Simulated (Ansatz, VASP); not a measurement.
**Two plane-wave programs on Ta4O**

File INCAR:

```
SYSTEM = Ta4O
PREC     = Accurate       ! precision mode
ENCUT    = 520            ! plane-wave cutoff, eV
EDIFF    = 1E-6           ! SCF threshold, eV
ISMEAR   = 0              ! smearing method
SIGMA    = 0.15           ! smearing width, eV
LREAL    = .False.        ! projectors in reciprocal space
LASPH    = .True.         ! aspherical terms in the spheres
NELM     = 100            ! most SCF steps
ALGO     = Normal         ! electronic algorithm
ISIF     = 2              ! what is computed and relaxed
LWAVE    = .False.        ! write WAVECAR
LCHARG   = .True.         ! write CHGCAR
GGA      = PS             ! functional
LELF     = .True.         ! ELF
LVHAR    = .True.       
NBANDS   = 33             ! bands
```

File KPOINTS:

```
regular mesh
0
Gamma
  14 14 8
  0 0 0
```

POSCAR

```
Ta4O
1.0
    3.2109380109      0.0000000000      0.0000000000
    0.0000000000      3.2109380109      0.0000000000
    0.0000000000      0.0000000000      7.1584337923
Ta O
4 1
Direct
    0.0000000000      0.0000000000      0.5000000000
    0.5000000000      0.5000000000      0.7827832025
    0.5000000000      0.5000000000      0.2172167975
    0.0000000000      0.0000000000      0.0000000000
    0.5000000000      0.5000000000      0.5000000000
```

Input for Ansatz:

```yaml
crystal:
  lattice:
    - [3.2109380109, 0.0, 0.0]
    - [0.0, 3.2109380109, 0.0]
    - [0.0, 0.0, 7.1584337923]
  atoms:
    - { symbol: Ta, position: [0.0, 0.0, 0.5] }
    - { symbol: Ta, position: [0.5, 0.5, 0.7827832025] }
    - { symbol: Ta, position: [0.5, 0.5, 0.2172167975] }
    - { symbol: Ta, position: [0.0, 0.0, 0.0] }
    - { symbol: O, position: [0.5, 0.5, 0.5] }
basis:
  ecutwfc: 420
kpoints:
  mp_grid: { grid: [14, 14, 8] }
hamiltonian:
  xc: pbesol
scf:
  occupations: { method: gaussian, width: 0.15 }
output:
  forces: true
  stress: true
  eigenvalues: true
```

Change from the starting cell: strain -0.0250 x Voigt [0, 0, 1, 0, 0, 0], atoms carried along.

Alike in both runs: task single point; functional PBEsol; k mesh 14 × 14 × 8; occupations gaussian, width 0.15 eV; no spin polarisation.

```csv
,VASP,Ansatz
version,VASP 6.6.1,Ansatz 0.2.0
potentials or method,"VASP PAW PBE potentials, release 64 (Ta_pv, O), cutoff 520 eV","scalar-relativistic, plane waves, PAW"
valence electrons in the cell,50,58
```

VASP gave:

```
gap on the k mesh at the Fermi level (eV)                     : none
pressure (GPa)                                                : 7.9
traceless stress, the component that is largest in VASP (GPa) : 5.94
rms of the force components (eV/Å)                            : 0.165
```

Estimate Ansatz's values.

gap on the k mesh at the Fermi level (eV): none; pressure (GPa): 7.5; traceless stress, the component that is largest in VASP (GPa): 5.74; rms of the force components (eV/Å): 0.147.

VASP's potentials were made for PBE, not for PBEsol. Atom by atom the forces differ by 0.017 eV/Å (rms over components). A gap of «none» marks a metal or a gap that the smearing closes. With one functional, cell and mesh, what is left measures potentials, basis and numerics. VASP's potentials hold 50 valence electrons a cell and Ansatz's 58, so a difference there can come from the potentials and not from the codes.

Spin-orbit coupling is off throughout.
